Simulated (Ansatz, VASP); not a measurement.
# Two plane-wave programs on Hf

```
Hf
1.0
     0.00000    2.18741    2.18741
     2.18741    0.00000    2.18741
     2.18741    2.18741    0.00000
Hf
1
Direct
  0.00000 0.00000 0.00000
```

Alike in both runs: task relaxation of cell and atoms; functional r2SCAN; k mesh 8 × 8 × 8; occupations gaussian, width 0.1 eV; no spin polarisation.

```csv
,VASP,Ansatz
version,VASP 6.6.1,Ansatz 0.2.0
potentials or method,"VASP PAW PBE potentials, release 64 (Hf_pv), cutoff 600 eV","scalar-relativistic, plane waves, PAW"
valence electrons in the cell,10,26
```

```tsv
	VASP	Ansatz	Ansatz less VASP
gap on the k mesh at the Fermi level, each at its own relaxed structure (eV)	none	none	-
relaxed volume (Å³/atom)	22.40	22.60	+0.203
relaxed length of the cell vector where the two differ most in proportion (Å)	3.164	3.174	+0.0095
```

VASP's potentials were made for PBE, not for r2SCAN. A gap of «none» marks a metal or a gap that the smearing closes. VASP's potentials hold 10 valence electrons a cell and Ansatz's 26, so a difference there can come from the potentials and not from the codes.

Spin-orbit coupling is off throughout.
